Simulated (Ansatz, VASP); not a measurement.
# SnO2 in VASP and in Ansatz

```
CELL_PARAMETERS angstrom
4.31551 0.00000 0.00000
0.00000 4.31551 0.00000
0.00000 0.00000 3.08494
ATOMIC_POSITIONS crystal
Sn 0.50000 0.50000 0.50000
Sn 0.00000 0.00000 0.00000
O 0.19351 0.80649 0.50000
O 0.80649 0.19351 0.50000
O 0.30649 0.30649 0.00000
O 0.69351 0.69351 0.00000
```

Alike in both runs: task single point; functional PBE; k mesh 6 × 6 × 10; occupations gaussian, width 0.02 eV; no spin polarisation.

|  | VASP | Ansatz |
| --- | --- | --- |
| version | VASP 6.6.1 | Ansatz 0.2.0 |
| potentials or method | VASP PAW PBE potentials, release 64 (Sn_d, O), cutoff 520 eV | scalar-relativistic, plane waves, PAW |
| valence electrons in the cell | 52 | 52 |

Ansatz gave:

```
gap on the k mesh at the Fermi level (eV) : 3.99
least direct gap on the mesh (eV)         : 3.99
rms of the force components (eV/Å)        : 0.000
```

Task: What did VASP give for the same quantities?

Result: gap on the k mesh at the Fermi level (eV): 3.99; least direct gap on the mesh (eV): 3.99; rms of the force components (eV/Å): 0.019.

Atom by atom the forces differ by 0.019 eV/Å (rms over components).
